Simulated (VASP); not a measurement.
Si2Ni:

```
Ni Si
1.0
     0.00000    2.73857    2.73857
     2.73857    0.00000    2.73857
     2.73857    2.73857    0.00000
Ni Si
1 2
Direct
  0.00000 0.00000 0.00000
  0.75000 0.75000 0.75000
  0.25000 0.25000 0.25000
```

This cell differs from its parent crystal: volume scaled by 1.04.

Base run:

* Program: VASP 6.6.1
* Functional: PBEsol
* Potentials or basis: VASP PAW PBE potentials, release 64 (Ni, Si)
* Cutoff: 520 eV
* k mesh: 9 × 9 × 9
* Occupations: fermi-dirac, width 0.05 eV
* Spin: collinear spin, ferromagnetic start
* Starting moments: [1.0, 0.0, 0.0] μB

Its results: band gap on the k mesh zero (filled and empty bands overlap); pressure -6.3 GPa; net moment 0.00 μB per cell.

Q: The run is repeated on the same cell with these changes: functional from PBEsol to LDA; potentials or basis from VASP PAW PBE potentials, release 64 (Ni, Si) to VASP PAW LDA potentials, release 64 (Ni, Si). What comes out?

A: Band gap on the k mesh zero (filled and empty bands overlap); pressure -9.4 GPa; net moment 0.00 μB per cell.

Caveats: the PAW data sets were made with another functional, which shifts forces and pressure a little (some runs).
